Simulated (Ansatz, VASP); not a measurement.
# Two plane-wave programs on WS2

File INCAR:

```
SYSTEM = WS2
PREC = Accurate
ENCUT = 520
EDIFF = 1E-6
ISMEAR = -1
SIGMA = 0.05
LREAL = .FALSE.
LASPH = .TRUE.
NELM = 80
ALGO = Normal
ISIF = 2
LWAVE = .FALSE.
LCHARG = .FALSE.
GGA = B5
ALDAX = 1.0
AGGAX = 1.0
AGGAC = 1.0
ALDAC = 0.0
NBANDS = 64
```

File KPOINTS:

```
regular mesh
0
G
  7 7 1
  0 0 0
```

POSCAR

```
WS2
1.0
    3.1831225544      0.0000000000      0.0000000000
   -1.5915612772      2.7566649955      0.0000000000
    0.0000000000      0.0000000000     35.1805582101
W S
4 8
Direct
    0.3333333333      0.6666666667      0.5923166100
    0.3333333333      0.6666666667      0.2234000000
    0.6666666667      0.3333333333      0.7766000000
    0.6666666667      0.3333333333      0.4076833900
    0.3333333333      0.6666666667      0.8211496400
    0.3333333333      0.6666666667      0.4520236900
    0.6666666667      0.3333333333      0.6366210700
    0.6666666667      0.3333333333      0.2677418400
    0.3333333333      0.6666666667      0.7322581600
    0.3333333333      0.6666666667      0.3633789300
    0.6666666667      0.3333333333      0.5479763100
    0.6666666667      0.3333333333      0.1788503600
```

input.yaml

```yaml
crystal:
  lattice:
    - [3.1831225544, 0.0, 0.0]
    - [-1.5915612772, 2.7566649955, 0.0]
    - [0.0, 0.0, 35.1805582101]
  atoms:
    - { symbol: W, position: [0.3333333333, 0.6666666667, 0.59231661] }
    - { symbol: W, position: [0.3333333333, 0.6666666667, 0.2234] }
    - { symbol: W, position: [0.6666666667, 0.3333333333, 0.7766] }
    - { symbol: W, position: [0.6666666667, 0.3333333333, 0.40768339] }
    - { symbol: S, position: [0.3333333333, 0.6666666667, 0.82114964] }
    - { symbol: S, position: [0.3333333333, 0.6666666667, 0.45202369] }
    - { symbol: S, position: [0.6666666667, 0.3333333333, 0.63662107] }
    - { symbol: S, position: [0.6666666667, 0.3333333333, 0.26774184] }
    - { symbol: S, position: [0.3333333333, 0.6666666667, 0.73225816] }
    - { symbol: S, position: [0.3333333333, 0.6666666667, 0.36337893] }
    - { symbol: S, position: [0.6666666667, 0.3333333333, 0.54797631] }
    - { symbol: S, position: [0.6666666667, 0.3333333333, 0.17885036] }
hamiltonian:
  xc: blyp
  pseudopotentials: { kind: paw }
kpoints:
  mp_grid: { grid: [7, 7, 1] }
  band_path:
    path:
      - [[0.0, 0.0, 0.0], [0.5, 0.0, 0.0], [0.3333333333, 0.3333333333, 0.0], [0.0, 0.0, 0.0], [0.0, 0.0, 0.5], [0.5, 0.0, 0.5], [0.3333333333, 0.3333333333, 0.5], [0.0, 0.0, 0.5]]
      - [[0.5, 0.0, 0.5], [0.5, 0.0, 0.0]]
      - [[0.3333333333, 0.3333333333, 0.0], [0.3333333333, 0.3333333333, 0.5]]
    npoints: 10
scf:
  occupations: { method: fermi_dirac, width: 0.05 }
  n_extra_bands: 30
output:
  forces: true
  stress: true
  eigenvalues: true
  fatbands: false
```

Alike in both runs: functional BLYP; k mesh 7 × 7 × 1; occupations fermi-dirac, width 0.05 eV; no spin polarisation.

|  | VASP | Ansatz |
| --- | --- | --- |
| version | VASP 6.6.1 | Ansatz 0.2.0 |
| potentials or method | VASP PAW PBE potentials, release 64 (W_sv, S) | Ansatz PAW |
| plane-wave cutoff (eV) | 520 | 420 |
| valence electrons in the cell | 104 | 104 |
| task | single point | band structure |

VASP gave:

- gap on the k mesh at the Fermi level (eV): 1.42
- least direct gap on the mesh (eV): 2.37
- rms of the force components (eV/Å): 0.321

Question: Which values does Ansatz return?

Answer: gap on the k mesh at the Fermi level (eV): 1.41; least direct gap on the mesh (eV): 2.36; rms of the force components (eV/Å): 0.300.

VASP's potentials were made for PBE, not for BLYP. Atom by atom the forces differ by 0.021 eV/Å (rms over components).

Neither program's run includes spin-orbit coupling. Noted on Ansatz's run: the k mesh misses the band edges, so the gap on the mesh is wider than the one along the path.
